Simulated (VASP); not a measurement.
# TiAl (P4/mmm) in VASP: further runs, part 2 of 2

VASP 6.6.1. The steps go on from the part before.

## 5. Single point, PBEsol (strain +0.000 along x and y, +0.030 along z)

INCAR reads:

```
PREC = Accurate
ENCUT = 520
EDIFF = 1E-6
ISMEAR = 0
SIGMA = 0.15
LREAL = False
LASPH = True
NELM = 80
ALGO = Fast
ISIF = 2
LWAVE = False
LCHARG = False
GGA = PS
NBANDS = 14
```

KPOINTS reads:

```
Automatic mesh
0
Gamma
  20 20 20
```

POSCAR reads:

```
TiAl
1.0
    3.1564740774      0.0000000000      0.0000000000
    0.0000000000      3.1564740774      0.0000000000
    0.0000000000      0.0000000000      3.2511682997
Ti Al
1 1
Direct
    0.0000000000      0.0000000000      0.0000000000
    0.5000000000      0.5000000000      0.5000000000
```

Potentials or basis: VASP PAW PBE potentials, release 64 (Ti_sv, Al).

Launch:

```bash
cat potpaw_PBE.64/Ti_sv/POTCAR potpaw_PBE.64/Al/POTCAR > POTCAR
mpirun -np 1 vasp_std > vasp.out
```

OUTCAR:

```text
PREC = Accurate
   ENCUT = 520
   EDIFF = 1E-6
   ISMEAR = 0
   LREAL = False
   LASPH = True
   NELM = 80
   ISIF = 2
   GGA = PS

 ion  position               nearest neighbor table
   1  0.000  0.000  0.000-   2 2.76   2 2.76   2 2.76   2 2.76   2 2.76   2 2.76   2 2.76   2 2.76

   2  0.500  0.500  0.500-   1 2.76   1 2.76   1 2.76   1 2.76   1 2.76   1 2.76   1 2.76   1 2.76

  LATTYP: Found a simple tetragonal cell.
 ALAT       =     3.1564740774
 C/A-ratio  =     1.0300000000

  Lattice vectors:

 A1 = (   3.1564740774,   0.0000000000,   0.0000000000)
 A2 = (   0.0000000000,   3.1564740774,   0.0000000000)
 A3 = (   0.0000000000,   0.0000000000,   3.2511682997)

Analysis of symmetry for initial positions (statically):
=====================================================================
 Subroutine PRICEL returns:
 Original cell was already a primitive cell.

 Routine SETGRP: Setting up the symmetry group for a
 simple tetragonal supercell.

 Subroutine GETGRP returns: Found 16 space group operations
 (whereof 16 operations were pure point group operations)
 out of a pool of 16 trial point group operations.

[... 168 lines left out ...]
 fundamental gap:      0.0027435924
 Fermi energy:         8.5797993781

 k-point     1 :       0.0000    0.0000    0.0000
  band No.  band energies     occupation
      1     -48.0894      2.00000
      2     -24.4165      2.00000
      3     -24.3783      2.00000
      4     -24.3783      2.00000
      5      -0.6313      2.00000
      6       7.1347      2.00000
      7       7.2089      2.00000
      8      10.3162      0.00000
      9      10.3162      0.00000
     10      10.4584      0.00000
     11      12.4459      0.00000
     12      13.2387      0.00000
     13      13.2387      0.00000
     14      17.3711      0.00000
[... 377 lines left out ...]
      1     -48.0821      2.00000
      2     -24.4405      2.00000
      3     -24.4090      2.00000
      4     -24.3900      2.00000
      5       0.1589      2.00000
      6       6.8035      2.00000
      7       7.3898      2.00000
      8       9.4341      0.00000
      9       9.4484      0.00000
     10      10.1941      0.00000
     11      11.8831      0.00000
     12      13.6663      0.00000
     13      14.1039      0.00000
     14      16.9042      0.00000

 [... further k-points ...]
[... 5 lines left out ...]
  --------------------------------------------------------------------------------------
  -------------------------------------------------------------------------------------
  Total       -0.7940701     -0.7940701     -0.3629256      0.0000000     -0.0000000      0.0000000
  in kB      -39.2758447    -39.2758447    -17.9508215      0.0000000     -0.0000000      0.0000000
  external PRESSURE =     -32.1675036 kB  Pullay stress =       0.0000000 kB

 VOLUME and BASIS-vectors are now :
 -----------------------------------------------------------------------------
  energy-cutoff  :      520.00
  volume of cell :       32.39
      direct lattice vectors                 reciprocal lattice vectors
     3.156474077  0.000000000  0.000000000     0.316809191  0.000000000  0.000000000
     0.000000000  3.156474077  0.000000000     0.000000000  0.316809191  0.000000000
     0.000000000  0.000000000  3.251168300     0.000000000  0.000000000  0.307581739

 POSITION                                       TOTAL-FORCE (eV/Angst)
 -----------------------------------------------------------------------------------
      0.00000      0.00000      0.00000         0.000000      0.000000      0.000000
      1.57824      1.57824      1.62558         0.000000      0.000000      0.000000
 -----------------------------------------------------------------------------------
    total drift:                                0.000000      0.000000      0.000000

  FREE ENERGIE OF THE ION-ELECTRON SYSTEM (eV)
  ---------------------------------------------------
  free  energy   TOTEN  =       -12.9756914538 eV

  energy  without entropy=      -12.9468900211  energy(sigma->0) =      -12.96129074
```

stdout:

```text
POSCAR found type information on POSCAR TiAl
 POSCAR found :  2 types and       2 ions
 scaLAPACK will be used
 -----------------------------------------------------------------------------
|                                                                             |
|                                                                             |
[... 27 lines left out ...]
WARNING in EDDRMM: call to ZHEGV failed, returncode =   8  4     10
WARNING in EDDRMM: call to ZHEGV failed, returncode =   8  4      2
WARNING in EDDRMM: call to ZHEGV failed, returncode =   8  4     10
WARNING in EDDRMM: call to ZHEGV failed, returncode =   6  3     14
WARNING in EDDRMM: call to ZHEGV failed, returncode =   8  4     14
WARNING in EDDRMM: call to ZHEGV failed, returncode =   8  4     13
WARNING in EDDRMM: call to ZHEGV failed, returncode =   6  3      3
WARNING in EDDRMM: call to ZHEGV failed, returncode =   8  4     14
```

Run time: 3.8 min. Hardware: 1 thread of AMD EPYC 9R45 (Zen 5), shared host; peak memory 0.39 GiB.

Results:

| Property | Result |
| --- | --- |
| Free energy | -12.9757 eV |
| Pressure | -3.2 GPa |
| Band gap on the k mesh | zero (an odd number of electrons rules out a gap without spin polarisation) |

Levels at points of the mesh, in eV from the Fermi level:
```
           k point  band 6  band 7  band 8  band 9  band 10  band 11
(0.00, 0.00, 0.00)   -1.45   -1.37    1.74    1.74     1.88     3.87
(0.50, 0.00, 0.00)   -5.13   -0.51   -0.07    0.26     1.96     3.09
(0.50, 0.50, 0.00)   -1.97   -1.97   -1.41    0.55     0.55     2.82
(0.00, 0.00, 0.50)   -5.20   -0.58    0.24    0.24     2.05     2.76
(0.50, 0.00, 0.50)   -2.20   -2.04   -1.48    0.74     0.80     2.68
(0.50, 0.50, 0.50)   -3.06   -3.05    0.63    2.72     2.82     2.87
```

Caveat: the cell differs from its parent crystal (strain +0.000 along x and y, +0.030 along z); the cell stands under tension; the PAW data sets were made with another functional, which shifts forces and pressure a little.

## 6. Single point, PBEsol (strain +0.030 along x and y, -0.030 along z)

INCAR reads:

```
SYSTEM = TiAl
PREC     = Accurate       ! precision mode
ENCUT    = 520            ! plane-wave cutoff, eV
EDIFF    = 1E-6           ! SCF threshold, eV
ISMEAR   = 0              ! smearing method
SIGMA    = 0.15           ! smearing width, eV
LREAL    = .FALSE.        ! projectors in reciprocal space
LASPH    = .TRUE.         ! aspherical terms in the spheres
NELM     = 80             ! most SCF steps
ALGO     = Fast           ! electronic algorithm
ISIF     = 2              ! what is computed and relaxed
LWAVE    = .FALSE.        ! write WAVECAR
LCHARG   = .FALSE.        ! write CHGCAR
GGA      = PS             ! functional
NBANDS   = 14             ! bands
```

KPOINTS reads:

```
Automatic mesh
0
G
  20 20 20
  0 0 0
```

POSCAR reads:

```
TiAl
1.0
    3.2511682997      0.0000000000      0.0000000000
    0.0000000000      3.2511682997      0.0000000000
    0.0000000000      0.0000000000      3.0617798551
Ti Al
1 1
Direct
    0.0000000000      0.0000000000      0.0000000000
    0.5000000000      0.5000000000      0.5000000000
```

Potentials or basis: VASP PAW PBE potentials, release 64 (Ti_sv, Al).

Launch:

```bash
cat potpaw_PBE.64/Ti_sv/POTCAR potpaw_PBE.64/Al/POTCAR > POTCAR
mpirun -np 1 vasp_std > vasp.out
```

OUTCAR:

```text
SYSTEM = TiAl
   PREC = Accurate
   ENCUT = 520
   EDIFF = 1E-6
   ISMEAR = 0
   LREAL = .FALSE.
   LASPH = .TRUE.
   NELM = 80
   ISIF = 2
   GGA = PS

 ion  position               nearest neighbor table
   1  0.000  0.000  0.000-   2 2.76   2 2.76   2 2.76   2 2.76   2 2.76   2 2.76   2 2.76   2 2.76

   2  0.500  0.500  0.500-   1 2.76   1 2.76   1 2.76   1 2.76   1 2.76   1 2.76   1 2.76   1 2.76

  LATTYP: Found a simple tetragonal cell.
 ALAT       =     3.2511682997
 C/A-ratio  =     0.9417475728

  Lattice vectors:

 A1 = (   3.2511682997,   0.0000000000,   0.0000000000)
 A2 = (   0.0000000000,   3.2511682997,   0.0000000000)
 A3 = (   0.0000000000,   0.0000000000,   3.0617798551)

Analysis of symmetry for initial positions (statically):
=====================================================================
 Subroutine PRICEL returns:
 Original cell was already a primitive cell.

 Routine SETGRP: Setting up the symmetry group for a
 simple tetragonal supercell.

 Subroutine GETGRP returns: Found 16 space group operations
 (whereof 16 operations were pure point group operations)
 out of a pool of 16 trial point group operations.

The static configuration has the point symmetry D_4h.

Analysis of symmetry for dynamics (positions and initial velocities):
=====================================================================
 Subroutine PRICEL returns:
 Original cell was already a primitive cell.

 Routine SETGRP: Setting up the symmetry group for a
 simple tetragonal supercell.

 Subroutine GETGRP returns: Found 16 space group operations
 (whereof 16 operations were pure point group operations)
 out of a pool of 16 trial point group operations.

The dynamic configuration has the point symmetry D_4h.

 Subroutine INISYM returns: Found 16 space group operations
 (whereof 16 operations are pure point group operations),
 and found     1 'primitive' translations

----------------------------------------------------------------------------------------

                                     Primitive cell

  volume of cell :      32.3633

  direct lattice vectors                    reciprocal lattice vectors
     3.251168300  0.000000000  0.000000000     0.307581739  0.000000000  0.000000000
     0.000000000  3.251168300  0.000000000     0.000000000  0.307581739  0.000000000
     0.000000000  0.000000000  3.061779855     0.000000000  0.000000000  0.326607414

  length of vectors
     3.251168300  3.251168300  3.061779855     0.307581739  0.307581739  0.326607414

  position of ions in fractional coordinates (direct lattice)
     0.000000000  0.000000000  0.000000000
     0.500000000  0.500000000  0.500000000

  ion indices of the primitive-cell ions
   primitive index   ion index
                 1           1
                 2           2

----------------------------------------------------------------------------------------

 KPOINTS: Automatic mesh

Automatic generation of k-mesh.
 Grid dimensions read from file:
 generate k-points for:   20   20   20

 Generating k-lattice:

  Cartesian coordinates                     Fractional coordinates (reciprocal lattice)
     0.015379087  0.000000000  0.000000000     0.050000000  0.000000000  0.000000000
     0.000000000  0.015379087  0.000000000     0.000000000  0.050000000  0.000000000
     0.000000000  0.000000000  0.016330371     0.000000000  0.000000000  0.050000000

[... 41 lines left out ...]
   dimension x,y,z NGX =    24 NGY =   24 NGZ =   24
   dimension x,y,z NGXF=    48 NGYF=   48 NGZF=   48
   ions per type =               1   1
   NGX,Y,Z   is equivalent  to a cutoff of  12.27, 12.27, 13.03 a.u.
   NGXF,Y,Z  is equivalent  to a cutoff of  24.54, 24.54, 26.06 a.u.
 SYSTEM =  TiAl
   PREC   = accura    normal or accurate (medium, high low for compatibility)
   ISTART =      0    job   : 0-new  1-cont  2-samecut
   ICHARG =      2    charge: 1-file 2-atom 10-const
   ISPIN  =      1    spin polarized calculation?
   LNONCOLLINEAR =      F non collinear calculations
   LSORBIT =      F    spin-orbit coupling
   LASPH  =      T    aspherical Exc in radial PAW
   ENCUT  =  520.0 eV  38.22 Ry    6.18 a.u.   6.05  6.05  5.69*2*pi/ulx,y,z
   NELM   =     80;   NELMIN=  2; NELMDL= -5     # of ELM steps
   EDIFF  = 0.1E-05   stopping-criterion for ELM
   LREAL  =      F    real-space projection
   EDIFFG = 0.1E-04   stopping-criterion for IOM
   NSW    =      0    number of steps for IOM
   IBRION =     -1    ionic relax: 0-MD 1-quasi-New 2-CG
   NFREE  =      0    steps in history (QN), initial steepest desc. (CG)
   ISIF   =      2    stress and relaxation
   ISYM   =      2    0-nonsym 1-usesym 2-fastsym
   POTIM  = 0.5000    time-step for ionic-motion
   TEBEG  =    0.0;   TEEND  =   0.0 temperature during run
   PSTRESS=    0.0 pullay stress
   NELECT =      15.0000    total number of electrons
   NUPDOWN=      -1.0000    fix difference up-down
   EMIN   =  10.00;   EMAX   =-10.00  energy-range for DOS
   EFERMI =   0.00;   METHOD = LEGACY
   ISMEAR =     0;   SIGMA  =   0.15  broadening in eV -4-tet -1-fermi 0-gaus
   EFERMI_NEDOS =   21; number of points for ismear=-14 and -15
   IALGO  =     68    algorithm
   IMIX   =      4    mixing-type and parameters
     AMIX     =   0.40;   BMIX     =  1.00
     AMIX_MAG =   1.60;   BMIX_MAG =  1.00
  volume/ion in A,a.u.               =      16.18       109.20
  Fermi-wavevector in a.u.,A,eV,Ry     =   1.266935  2.394160 21.839038  1.605124
  Thomas-Fermi vector in A             =   2.400109
   LORBIT       =      0    0 simple, 1 ext, 2 COOP (PROOUT), +10 PAW based schemes
   GGA     = PS    functional components
   LHFCALC =     F    Hartree Fock is set to
   AEXX    =    0.0000 exact exchange contribution
   IVDW    =     0    specifies the selected vdW correction
   LEPSILON=     F    determine dielectric tensor
   LRPA    =     F    only Hartree local field effects (RPA)
 non-spin polarized calculation
 RMM-DIIS sequential band-by-band and
 Gauss-broadening in eV      SIGMA  =   0.15
  energy-cutoff  :      520.00
  volume of cell :       32.36
 maximum number of plane-waves:       892
   NGX = 13   NGY = 13   NGZ = 11

 number of electron      15.0000010 magnetization

 Free energy of the ion-electron system (eV)
  ---------------------------------------------------
  ext. energy  EPLUGINS =         0.00000000
  ---------------------------------------------------
  free energy    TOTEN  =       -12.98068798 eV

  energy without entropy =      -12.95064123  energy(sigma->0) =      -12.96566460

 E-fermi :   8.5730     XC(G=0): -11.1568

 val. band max:        8.5728760954   @ k =   0.5000   0.2500   0.2000
 cond. band min:       8.5735502116   @ k =   0.2000   0.1500   0.4000
 fundamental gap:      0.0006741162
 Fermi energy:         8.5730455449

 k-point     1 :       0.0000    0.0000    0.0000
  band No.  band energies     occupation
      1     -48.0750      2.00000
      2     -24.4045      2.00000
      3     -24.4045      2.00000
      4     -24.3143      2.00000
      5      -0.6283      2.00000
      6       7.1067      2.00000
      7       7.2393      2.00000
      8      10.1730      0.00000
      9      10.4933      0.00000
     10      10.4933      0.00000
     11      12.4482      0.00000
     12      12.4482      0.00000
     13      14.1212      0.00000
     14      17.2507      0.00000
[... 377 lines left out ...]
      1     -48.0699      2.00000
      2     -24.4523      2.00000
      3     -24.4135      2.00000
      4     -24.3093      2.00000
      5       0.1161      2.00000
      6       6.6099      2.00000
      7       7.3591      2.00000
      8       9.0726      0.00000
      9       9.9406      0.00000
     10      10.4147      0.00000
     11      11.5266      0.00000
     12      13.1219      0.00000
     13      15.4213      0.00000
     14      17.0557      0.00000

 [... further k-points ...]

------------------------ aborting loop because EDIFF is reached ----------------------------------------

  FORCE on cell =-STRESS in cart. coord.  units (eV):
  Direction    XX          YY          ZZ          XY          YZ          ZX
  --------------------------------------------------------------------------------------
  -------------------------------------------------------------------------------------
  Total       -0.5010760     -0.5010760     -0.8275351      0.0000000     -0.0000000      0.0000000
  in kB      -24.8062621    -24.8062621    -40.9679413      0.0000000     -0.0000000      0.0000000
  external PRESSURE =     -30.1934885 kB  Pullay stress =       0.0000000 kB

 VOLUME and BASIS-vectors are now :
 -----------------------------------------------------------------------------
  energy-cutoff  :      520.00
  volume of cell :       32.36
      direct lattice vectors                 reciprocal lattice vectors
     3.251168300  0.000000000  0.000000000     0.307581739  0.000000000  0.000000000
     0.000000000  3.251168300  0.000000000     0.000000000  0.307581739  0.000000000
     0.000000000  0.000000000  3.061779855     0.000000000  0.000000000  0.326607414

 POSITION                                       TOTAL-FORCE (eV/Angst)
 -----------------------------------------------------------------------------------
      0.00000      0.00000      0.00000         0.000000      0.000000      0.000000
      1.62558      1.62558      1.53089         0.000000      0.000000      0.000000
 -----------------------------------------------------------------------------------
    total drift:                                0.000000      0.000000      0.000000

  FREE ENERGIE OF THE ION-ELECTRON SYSTEM (eV)
  ---------------------------------------------------
  free  energy   TOTEN  =       -12.9806879752 eV

  energy  without entropy=      -12.9506412284  energy(sigma->0) =      -12.96566460
```

Run time: 3.1 min. Hardware: 1 thread of AMD EPYC 9R45 (Zen 5), shared host; peak memory 0.39 GiB.

What came out:

* Free energy: -12.9807 eV
* Pressure: -3.0 GPa
* Band gap on the k mesh: zero (an odd number of electrons rules out a gap without spin polarisation)

Stress tensor (GPa, compression positive):
```
-2.48  0.00  0.00
 0.00 -2.48  0.00
 0.00  0.00 -4.10
```

Caveat: the cell differs from its parent crystal (strain +0.030 along x and y, -0.030 along z); the cell stands under tension; the PAW data sets were made with another functional, which shifts forces and pressure a little.

## 7. Summary

```tsv
cell	further INCAR settings	gap on the mesh (eV)	pressure (GPa)
a = 3.204, b = 3.204, c = 3.062 Å, 2 atoms	ALGO = Fast; EDIFF = 1e-06; NBANDS = 14	none	0.2
a = 3.156, b = 3.156, c = 3.204 Å, 2 atoms	ALGO = Fast; EDIFF = 1e-06; NBANDS = 14	none	-1.6
a = 3.204, b = 3.204, c = 3.109 Å, 2 atoms	ALGO = Fast; EDIFF = 1e-07; NBANDS = 14	none	-1.6
a = 3.156, b = 3.156, c = 3.251 Å, 2 atoms	ALGO = Fast; EDIFF = 1e-06; NBANDS = 14	none	-3.2
a = 3.251, b = 3.251, c = 3.062 Å, 2 atoms	ALGO = Fast; EDIFF = 1e-06; NBANDS = 14	none	-3.0
```

Alike in all rows: task single point; level PBEsol; potentials or basis VASP PAW PBE potentials, release 64 (Ti_sv, Al); no spin polarisation; k mesh 20 × 20 × 20; cutoff (eV) 520; smearing gaussian 0.15 eV.

Caveats: the PAW data sets were made with another functional, which shifts forces and pressure a little; the cell stands under tension (at least some runs).

Total energies depend on the potentials used, so only differences within one code and one set of settings carry meaning.
